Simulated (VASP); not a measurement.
**Rb3Li2Br2: single point with PBE**

The system is Rb3Li2Br2.

```
Rb Li Br
1.0
    -6.26217    6.26217    6.26217
     6.26217   -6.26217    6.26217
     6.26217    6.26217   -6.26217
Rb Li Br
6 4 4
Direct
  0.25000 0.50000 0.75000
  0.25000 0.75000 0.50000
  0.50000 0.25000 0.75000
  0.50000 0.75000 0.25000
  0.75000 0.25000 0.50000
  0.75000 0.50000 0.25000
  0.17084 0.17084 0.17084
  0.00000 0.00000 0.82916
  0.00000 0.82916 0.00000
  0.82916 0.00000 0.00000
  0.77712 0.77712 0.77712
  0.00000 0.00000 0.22288
  0.00000 0.22288 0.00000
  0.22288 0.00000 0.00000
```

- Program: VASP 6.6.1
- Task: single point
- Functional: PBE
- Potentials or basis: VASP PAW PBE potentials, release 64 (Rb_sv, Li_sv, Br)
- Cutoff: 520 eV
- k mesh: 4 × 4 × 4
- Occupations: gaussian, width 0.1 eV
- Spin: no spin polarisation

| Quantity | Value |
| --- | --- |
| Largest force | 0.006 eV/Å |
| Band gap on the k mesh | zero (band 47 reaches 0.50 eV, above the bottom of band 48 at 0.03 eV) |

Forces in eV/Å, atoms in the order of the input:
```
Rb   0.000  0.000  0.000
Rb   0.000  0.000  0.000
Rb   0.000  0.000  0.000
Rb   0.000  0.000  0.000
Rb   0.000  0.000  0.000
Rb   0.000  0.000  0.000
Li   0.003  0.003  0.003
Li  -0.003 -0.003  0.003
Li  -0.003  0.003 -0.003
Li   0.003 -0.003 -0.003
Br  -0.001 -0.001 -0.001
Br   0.001  0.001 -0.001
Br   0.001 -0.001  0.001
Br  -0.001  0.001  0.001
```

Levels at points of the mesh, in eV from the Fermi level:
```
           k point  band 44  band 45  band 46  band 47  band 48  band 49  band 50  band 51
(0.00, 0.00, 0.00)    -4.28    -1.49     0.33     0.33     0.33     0.37     0.37     0.71
(0.50, 0.00, 0.00)    -4.28    -1.00    -0.82    -0.04     0.04     0.38     0.60     0.79
(0.50, 0.50, 0.50)    -4.29    -0.72    -0.72    -0.14    -0.14    -0.14     0.17     1.13
```

It took 10 min on 1 thread of Intel(R) Xeon(R) Platinum 8481C CPU @ 2.70GHz (Sapphire Rapids) (shared host), peak memory 1.2 GiB.
